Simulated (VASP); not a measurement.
# NbP in VASP: notebook

The runs below take NbP through single point, with PBE.

Program: VASP 6.6.1. These are calculated values, not measurements. Logs are shortened: lines on timing, memory, paths and dates and some standing lists are left out, and cuts for length are marked.

### Step 1. The cell of the first run

The cell holds a slab with vacuum, 8 atoms: a = 3.347 Å, b = 3.347 Å, c = 25.484 Å, α = 90.00°, β = 90.00°, γ = 90.00°.

### Step 2. Single point, PBE

Contents of INCAR:

```
PREC     = Accurate       # precision mode
ENCUT    = 520            # plane-wave cutoff, eV
EDIFF    = 1E-7           # SCF threshold, eV
ISMEAR   = 0              # smearing method
SIGMA    = 0.1            # smearing width, eV
LREAL    = False          # projectors in reciprocal space
LASPH    = True           # aspherical terms in the spheres
NELM     = 100            # most SCF steps
ALGO     = Normal         # electronic algorithm
ISIF     = 2              # what is computed and relaxed
LWAVE    = False          # write WAVECAR
LCHARG   = False          # write CHGCAR
LDIPOL   = True         
IDIPOL   = 3            
DIPOL    = 0.5 0.5 0.500
GGA      = PE             # functional
NBANDS   = 46             # bands
```

Contents of KPOINTS:

```
Automatic mesh
0
Gamma
  10 10 1
```

Contents of POSCAR:

```
NbP
1.0
    3.3470468440      0.0000000000      0.0000000000
    0.0000000000      3.3470468440      0.0000000000
    0.0000000000      0.0000000000     25.4844807542
P Nb
4 4
Direct
    0.0000000000      0.0000000000      0.2942967554
    0.5000000000      0.0000000000      0.4064038509
    0.5000000000      0.5000000000      0.5185109463
    0.0000000000      0.5000000000      0.6306180418
    0.0000000000      0.5000000000      0.3693819582
    0.0000000000      0.0000000000      0.4814890537
    0.5000000000      0.0000000000      0.5935961491
    0.5000000000      0.5000000000      0.7057032446
```

Potentials or basis: VASP PAW PBE potentials, release 64 (P, Nb_sv).

Started as:

```
> cat potpaw_PBE.64/P/POTCAR potpaw_PBE.64/Nb_sv/POTCAR > POTCAR
> mpirun -np 1 vasp_std > vasp.out
```

OUTCAR:

```text
PREC = Accurate
   ENCUT = 520
   EDIFF = 1E-7
   ISMEAR = 0
   LREAL = False
   LASPH = True
   NELM = 100
   ISIF = 2
   GGA = PE

 ion  position               nearest neighbor table
   1  0.000  0.000  0.294-   5 2.54   5 2.54
   2  0.500  0.000  0.406-   6 2.54   6 2.54   5 2.55   5 2.55   5 2.55   5 2.55
   3  0.500  0.500  0.519-   7 2.54   7 2.54   6 2.55   6 2.55   6 2.55   6 2.55
   4  0.000  0.500  0.631-   8 2.54   8 2.54   7 2.55   7 2.55   7 2.55   7 2.55
   5  0.000  0.500  0.369-   1 2.54   1 2.54   2 2.55   2 2.55   2 2.55   2 2.55
   6  0.000  0.000  0.481-   2 2.54   2 2.54   3 2.55   3 2.55   3 2.55   3 2.55
   7  0.500  0.000  0.594-   3 2.54   3 2.54   4 2.55   4 2.55   4 2.55   4 2.55
   8  0.500  0.500  0.706-   4 2.54   4 2.54

  LATTYP: Found a simple tetragonal cell.
 ALAT       =     3.3470468440
 C/A-ratio  =     7.6140197440

  Lattice vectors:

 A1 = (   3.3470468440,   0.0000000000,   0.0000000000)
 A2 = (   0.0000000000,   3.3470468440,   0.0000000000)
 A3 = (   0.0000000000,   0.0000000000,  25.4844807542)

Analysis of symmetry for initial positions (statically):
=====================================================================
 Subroutine PRICEL returns:
 Original cell was already a primitive cell.

 Routine SETGRP: Setting up the symmetry group for a
 simple tetragonal supercell.

 Subroutine GETGRP returns: Found  4 space group operations
 (whereof  4 operations were pure point group operations)
 out of a pool of 16 trial point group operations.

The static configuration has the point symmetry C_2v.

Analysis of symmetry for dynamics (positions and initial velocities):
=====================================================================
 Subroutine PRICEL returns:
 Original cell was already a primitive cell.

 Routine SETGRP: Setting up the symmetry group for a
 simple tetragonal supercell.

 Subroutine GETGRP returns: Found  4 space group operations
 (whereof  4 operations were pure point group operations)
 out of a pool of 16 trial point group operations.

The dynamic configuration has the point symmetry C_2v.

 Subroutine INISYM returns: Found  4 space group operations
 (whereof  4 operations are pure point group operations),
 and found     1 'primitive' translations

----------------------------------------------------------------------------------------

                                     Primitive cell

  volume of cell :     285.4956

  direct lattice vectors                    reciprocal lattice vectors
     3.347046844  0.000000000  0.000000000     0.298770841  0.000000000  0.000000000
     0.000000000  3.347046844  0.000000000     0.000000000  0.298770841  0.000000000
     0.000000000  0.000000000 25.484480754     0.000000000  0.000000000  0.039239567

  length of vectors
     3.347046844  3.347046844 25.484480754     0.298770841  0.298770841  0.039239567

  position of ions in fractional coordinates (direct lattice)
     0.000000000  0.000000000  0.294296755
     0.500000000  0.000000000  0.406403851
     0.500000000  0.500000000  0.518510946
     0.000000000  0.500000000  0.630618042
     0.000000000  0.500000000  0.369381958
     0.000000000  0.000000000  0.481489054
     0.500000000  0.000000000  0.593596149
     0.500000000  0.500000000  0.705703245

  ion indices of the primitive-cell ions
   primitive index   ion index
                 1           1
                 2           2
                 3           3
                 4           4
                 5           5
                 6           6
                 7           7
                 8           8

----------------------------------------------------------------------------------------

 KPOINTS: Automatic mesh

Automatic generation of k-mesh.
 Grid dimensions read from file:
 generate k-points for:   10   10    1

 Generating k-lattice:

  Cartesian coordinates                     Fractional coordinates (reciprocal lattice)
     0.029877084  0.000000000  0.000000000     0.100000000  0.000000000  0.000000000
     0.000000000  0.029877084  0.000000000     0.000000000  0.100000000  0.000000000
     0.000000000  0.000000000  0.039239567     0.000000000  0.000000000  1.000000000

  Length of vectors
     0.029877084  0.029877084  0.039239567

  Shift w.r.t. Gamma in fractional coordinates (k-lattice)
     0.000000000  0.000000000  0.000000000

 Subroutine IBZKPT returns following result:
 ===========================================

 Found     36 irreducible k-points:

 Following reciprocal coordinates:
            Coordinates               Weight
  0.000000  0.000000  0.000000      1.000000
  0.100000  0.000000  0.000000      2.000000
  0.000000  0.100000  0.000000      2.000000
  0.200000  0.000000  0.000000      2.000000
  0.000000  0.200000  0.000000      2.000000
  0.300000  0.000000  0.000000      2.000000
[... 16 lines left out ...]
 -0.200000  0.300000  0.000000      4.000000
  0.400000  0.200000  0.000000      4.000000
 [... further k-points ...]
   k-points           NKPTS =     36   k-points in BZ     NKDIM =     36   number of bands    NBANDS=     46
   number of dos      NEDOS =    301   number of ions     NIONS =      8
   total plane-waves  NPLWV = 150528
   dimension x,y,z NGX =    28 NGY =   28 NGZ =  192
   dimension x,y,z NGXF=    56 NGYF=   56 NGZF=  384
   ions per type =               4   4
   NGX,Y,Z   is equivalent  to a cutoff of  13.91, 13.91, 12.52 a.u.
   NGXF,Y,Z  is equivalent  to a cutoff of  27.81, 27.81, 25.05 a.u.
 SYSTEM =  unknown system
   PREC   = accura    normal or accurate (medium, high low for compatibility)
   ISTART =      0    job   : 0-new  1-cont  2-samecut
   ICHARG =      2    charge: 1-file 2-atom 10-const
   ISPIN  =      1    spin polarized calculation?
   LNONCOLLINEAR =      F non collinear calculations
   LSORBIT =      F    spin-orbit coupling
   LASPH  =      T    aspherical Exc in radial PAW
   ENCUT  =  520.0 eV  38.22 Ry    6.18 a.u.   6.22  6.22 47.38*2*pi/ulx,y,z
   NELM   =    100;   NELMIN=  2; NELMDL= -5     # of ELM steps
   EDIFF  = 0.1E-06   stopping-criterion for ELM
   LREAL  =      F    real-space projection
   EDIFFG = 0.1E-05   stopping-criterion for IOM
   NSW    =      0    number of steps for IOM
   IBRION =     -1    ionic relax: 0-MD 1-quasi-New 2-CG
   NFREE  =      0    steps in history (QN), initial steepest desc. (CG)
   ISIF   =      2    stress and relaxation
   ISYM   =      2    0-nonsym 1-usesym 2-fastsym
   POTIM  = 0.5000    time-step for ionic-motion
   TEBEG  =    0.0;   TEEND  =   0.0 temperature during run
   PSTRESS=    0.0 pullay stress
   NELECT =      72.0000    total number of electrons
   NUPDOWN=      -1.0000    fix difference up-down
   EMIN   =  10.00;   EMAX   =-10.00  energy-range for DOS
   EFERMI =   0.00;   METHOD = LEGACY
   ISMEAR =     0;   SIGMA  =   0.10  broadening in eV -4-tet -1-fermi 0-gaus
   EFERMI_NEDOS =   21; number of points for ismear=-14 and -15
   IALGO  =     38    algorithm
   IMIX   =      4    mixing-type and parameters
     AMIX     =   0.40;   BMIX     =  1.00
     AMIX_MAG =   1.60;   BMIX_MAG =  1.00
  volume/ion in A,a.u.               =      35.69       240.83
  Fermi-wavevector in a.u.,A,eV,Ry     =   1.034314  1.954571 14.555596  1.069806
  Thomas-Fermi vector in A             =   2.168604
   LORBIT       =      0    0 simple, 1 ext, 2 COOP (PROOUT), +10 PAW based schemes
   GGA     = PE    functional components
   LHFCALC =     F    Hartree Fock is set to
   AEXX    =    0.0000 exact exchange contribution
   IVDW    =     0    specifies the selected vdW correction
   LEPSILON=     F    determine dielectric tensor
   LRPA    =     F    only Hartree local field effects (RPA)
 non-spin polarized calculation
 Gauss-broadening in eV      SIGMA  =   0.10
  energy-cutoff  :      520.00
  volume of cell :      285.50
 maximum number of plane-waves:      7724
 NGX is ok and might be reduce to    28
   NGX = 13   NGY = 13   NGZ = 95

 dipolmoment           0.000000      0.000000      0.198294 electrons x Angstroem

 number of electron      72.0000002 magnetization

 dipolmoment           0.000000      0.000000     -0.123358 electrons x Angstroem

 Free energy of the ion-electron system (eV)
  ---------------------------------------------------
  ext. energy  EPLUGINS =         0.00000000
  ---------------------------------------------------
  free energy    TOTEN  =       -64.88559365 eV

  energy without entropy =      -64.84337745  energy(sigma->0) =      -64.86448555

 E-fermi :   2.2172     XC(G=0):  -6.3626

 val. band max:        2.2168325332   @ k =   0.3000   0.2000   0.0000
 cond. band min:       2.2182794458   @ k =   0.2000   0.2000   0.0000
 fundamental gap:      0.0014469126
 Fermi energy:         2.2172360916

 k-point     1 :       0.0000    0.0000    0.0000
  band No.  band energies     occupation
      1     -53.1596      2.00000
      2     -52.7449      2.00000
      3     -52.6720      2.00000
      4     -52.6184      2.00000
      5     -29.3678      2.00000
      6     -29.0270      2.00000
[... 38 lines left out ...]
     45       5.1004      0.00000
     46       5.2696      0.00000

 k-point     2 :       0.1000    0.0000    0.0000
  band No.  band energies     occupation
      1     -53.1581      2.00000
      2     -52.7433      2.00000
      3     -52.6704      2.00000
      4     -52.6168      2.00000
      5     -29.3651      2.00000
      6     -29.0478      2.00000
[... 38 lines left out ...]
     45       4.7514      0.00000
     46       5.4003      0.00000

 k-point     3 :       0.0000    0.1000    0.0000
  band No.  band energies     occupation
      1     -53.1582      2.00000
      2     -52.7432      2.00000
      3     -52.6701      2.00000
      4     -52.6170      2.00000
      5     -29.3653      2.00000
      6     -29.0255      2.00000
[... 1018 lines left out ...]
     45       5.1029      0.00000
     46       5.6137      0.00000

 k-point    24 :       0.4000    0.2000    0.0000
  band No.  band energies     occupation
      1     -53.1410      2.00000
      2     -52.7232      2.00000
      3     -52.6499      2.00000
      4     -52.5978      2.00000
      5     -29.3327      2.00000
      6     -29.2133      2.00000
[... 38 lines left out ...]
     45       5.3602      0.00000
     46       5.4601      0.00000

 [... further k-points ...]

------------------------ aborting loop because EDIFF is reached ----------------------------------------

 vacuum level on the upper side and lower side of the slab       (xc-potential included)        -1.072         0.909

  FORCE on cell =-STRESS in cart. coord.  units (eV):
  Direction    XX          YY          ZZ          XY          YZ          ZX
  --------------------------------------------------------------------------------------
  -------------------------------------------------------------------------------------
  Total       -5.3798466     -5.8762608     -3.6942653      0.0000000      0.0000000      0.0000000
  in kB      -30.1912509    -32.9770860    -20.7319092      0.0000000      0.0000000      0.0000000
  external PRESSURE =     -27.9667487 kB  Pullay stress =       0.0000000 kB

 VOLUME and BASIS-vectors are now :
 -----------------------------------------------------------------------------
  energy-cutoff  :      520.00
  volume of cell :      285.50
      direct lattice vectors                 reciprocal lattice vectors
     3.347046844  0.000000000  0.000000000     0.298770841  0.000000000  0.000000000
     0.000000000  3.347046844  0.000000000     0.000000000  0.298770841  0.000000000
     0.000000000  0.000000000 25.484480754     0.000000000  0.000000000  0.039239567

 POSITION                                       TOTAL-FORCE (eV/Angst)
 -----------------------------------------------------------------------------------
      0.00000      0.00000      7.50000         0.000000      0.000000      0.554339
      1.67352      0.00000     10.35699         0.000000      0.000000      0.207811
      1.67352      1.67352     13.21398         0.000000      0.000000      0.047303
      0.00000      1.67352     16.07097         0.000000      0.000000      1.207180
      0.00000      1.67352      9.41351         0.000000      0.000000     -0.755434
      0.00000      0.00000     12.27050         0.000000      0.000000      0.080230
      1.67352      0.00000     15.12749         0.000000      0.000000     -0.096754
      1.67352      1.67352     17.98448         0.000000      0.000000     -1.244675
 -----------------------------------------------------------------------------------
    total drift:                               -0.000000      0.000000      0.000260

  FREE ENERGIE OF THE ION-ELECTRON SYSTEM (eV)
  ---------------------------------------------------
  free  energy   TOTEN  =       -64.8855936550 eV

  energy  without entropy=      -64.8433774541  energy(sigma->0) =      -64.86448555

 vacuum level on the upper side and lower side of the slab         5.864         7.897
```

Wall time 10 min (1 thread of Intel Xeon 6975P-C (Granite Rapids), shared host); peak memory 0.59 GiB.

Results:

```
Free energy            : -64.8856 eV
Largest force          : 1.245 eV/Å
Band gap on the k mesh : zero (bands 36 and 37 overlap by 0.08 eV)
```

Forces in eV/Å, atoms in the order of the input:
```
P    0.000  0.000  0.554
P    0.000  0.000  0.208
P    0.000  0.000  0.047
P    0.000  0.000  1.207
Nb   0.000  0.000 -0.755
Nb   0.000  0.000  0.080
Nb   0.000  0.000 -0.097
Nb   0.000  0.000 -1.245
```

### Step 3. Single point, PBE

Contents of INCAR:

```
SYSTEM = NbP
ALGO = Normal ; DIPOL = 0.5 0.5 0.500
EDIFF = 1E-7 ; ENCUT = 520
GGA = PE ; IDIPOL = 3
ISIF = 2 ; ISMEAR = 0
LASPH = .TRUE. ; LCHARG = .TRUE.
LDIPOL = .TRUE. ; LELF = .TRUE.
LREAL = .FALSE. ; LVACPOTAV = .TRUE.
LVHAR = .TRUE. ; LWAVE = .FALSE.
NBANDS = 46 ; NELM = 80
PREC = Accurate ; SIGMA = 0.1
```

Contents of KPOINTS:

```
k-points
0
G
  10 10 1
  0 0 0
```

Contents of POSCAR:

```
NbP
1.0
    3.3470468440      0.0000000000      0.0000000000
    0.0000000000      3.3470468440      0.0000000000
    0.0000000000      0.0000000000     25.4844807542
P Nb
4 4
Direct
    0.0000000000      0.0000000000      0.2975205920
    0.5000000000      0.0000000000      0.4071122921
    0.5000000000      0.5000000000      0.5189220043
    0.0000000000      0.5000000000      0.6320971548
    0.0000000000      0.5000000000      0.3679276293
    0.0000000000      0.0000000000      0.4819276591
    0.5000000000      0.0000000000      0.5933882945
    0.5000000000      0.5000000000      0.7011043739
```

Potentials or basis: VASP PAW PBE potentials, release 64 (P, Nb_sv).

Started as:

```
> cat potpaw_PBE.64/P/POTCAR potpaw_PBE.64/Nb_sv/POTCAR > POTCAR
> mpirun -np 1 vasp_std > vasp.out
```

It took 11 min on 1 thread of Intel Xeon 6975P-C (Granite Rapids), shared host; peak memory 0.59 GiB.

Results (log left out):

```yaml
Free_energy: -65.0338 eV
Largest_force: 0.026 eV/Å
Band_gap_on_the_k_mesh: zero (bands 36 and 37 overlap by 0.28 eV)
```

Forces in eV/Å, atoms in the order of the input:
```
P    0.000  0.000  0.022
P    0.000  0.000 -0.017
P    0.000  0.000  0.006
P    0.000  0.000  0.011
Nb   0.000  0.000  0.007
Nb   0.000  0.000  0.015
Nb   0.000  0.000 -0.017
Nb   0.000  0.000 -0.026
```

Levels at points of the mesh, in eV from the Fermi level:
| k point | band 32 | band 33 | band 34 | band 35 | band 36 | band 37 | band 38 | band 39 | band 40 | band 41 |
| --- | --- | --- | --- | --- | --- | --- | --- | --- | --- | --- |
| (0.00, 0.00, 0.00) | -1.27 | -1.13 | -1.01 | -0.07 | -0.05 | 0.25 | 0.67 | 0.95 | 1.21 | 1.49 |
| (0.50, 0.00, 0.00) | -1.42 | -1.17 | -0.97 | -0.11 | 0.11 | 0.12 | 0.58 | 0.67 | 1.17 | 1.42 |
| (0.00, 0.50, 0.00) | -1.62 | -1.47 | -0.18 | -0.04 | 0.20 | 0.23 | 0.51 | 0.62 | 1.08 | 1.65 |
| (0.50, 0.50, 0.00) | -0.93 | -0.93 | -0.85 | -0.26 | -0.07 | 0.72 | 1.52 | 1.99 | 2.07 | 2.86 |

### Step 4. Single point, PBE

Contents of INCAR:

```
  PREC = Accurate
  ENCUT = 520
  EDIFF = 1E-6
  ISMEAR = 0
  SIGMA = 0.1
  LREAL = False
  LASPH = True
  NELM = 60
  ALGO = Normal
  ISIF = 2
  LWAVE = False
  LCHARG = False
  LDIPOL = True
  IDIPOL = 3
  DIPOL = 0.5 0.5 0.500
  GGA = PE
  NBANDS = 46
  EFIELD = 0.3
```

Contents of KPOINTS:

```
Automatic mesh
0
Gamma
  10 10 1
```

Contents of POSCAR:

```
NbP
1.0
    3.3470468440      0.0000000000      0.0000000000
    0.0000000000      3.3470468440      0.0000000000
    0.0000000000      0.0000000000     25.4844807542
P Nb
4 4
Direct
    0.0000000000      0.0000000000      0.2942967554
    0.5000000000      0.0000000000      0.4064038509
    0.5000000000      0.5000000000      0.5185109463
    0.0000000000      0.5000000000      0.6306180418
    0.0000000000      0.5000000000      0.3693819582
    0.0000000000      0.0000000000      0.4814890537
    0.5000000000      0.0000000000      0.5935961491
    0.5000000000      0.5000000000      0.7057032446
```

Started as:

```
> cat potpaw_PBE.64/P/POTCAR potpaw_PBE.64/Nb_sv/POTCAR > POTCAR
> mpirun -np 1 vasp_std > vasp.out
```

It took 11 min on 1 thread of Intel Xeon 6975P-C (Granite Rapids), shared host; peak memory 0.61 GiB.

It converged, with:

- Free energy: -64.8881 eV
- Largest force: 1.230 eV/Å
- Band gap on the k mesh: zero (bands 36 and 37 overlap by 0.07 eV)

Forces in eV/Å, atoms in the order of the input:
```
P    0.000  0.000  0.575
P    0.000  0.000  0.203
P    0.000  0.000  0.048
P    0.000  0.000  1.200
Nb   0.000  0.000 -0.771
Nb   0.000  0.000  0.078
Nb   0.000  0.000 -0.104
Nb   0.000  0.000 -1.230
```

Levels at points of the mesh, in eV from the Fermi level:
```csv
k point,band 34,band 35,band 36,band 37,band 38,band 39
"(0.00, 0.00, 0.00)",-0.98,-0.32,-0.12,0.45,0.85,0.91
"(0.50, 0.00, 0.00)",-0.65,0.00,0.02,0.16,0.34,0.77
"(0.00, 0.50, 0.00)",-0.10,0.01,0.06,0.21,0.64,0.73
"(0.50, 0.50, 0.00)",-0.89,-0.35,-0.09,0.74,1.42,1.71
```

### Step 5. Overview

| cell | electric field (eV/Å) | gap on the mesh (eV) | largest force (eV/Å) |
| --- | --- | --- | --- |
| as given, atomic positions A | - | none | 1.24 |
| as given, atomic positions B | - | none | 0.03 |
| as given, atomic positions A | 0.3 eV/Å | none | 1.23 |

Alike in all rows: task single point; level PBE; potentials or basis VASP PAW PBE potentials, release 64 (P, Nb_sv); no spin polarisation; k mesh 10 × 10 × 1; cutoff (eV) 520; smearing gaussian 0.1 eV.

Total energies depend on the potentials used, so only differences within one code and one set of settings carry meaning.

The gap in the log of VASP goes by the Fermi energy; the results here count the filled bands.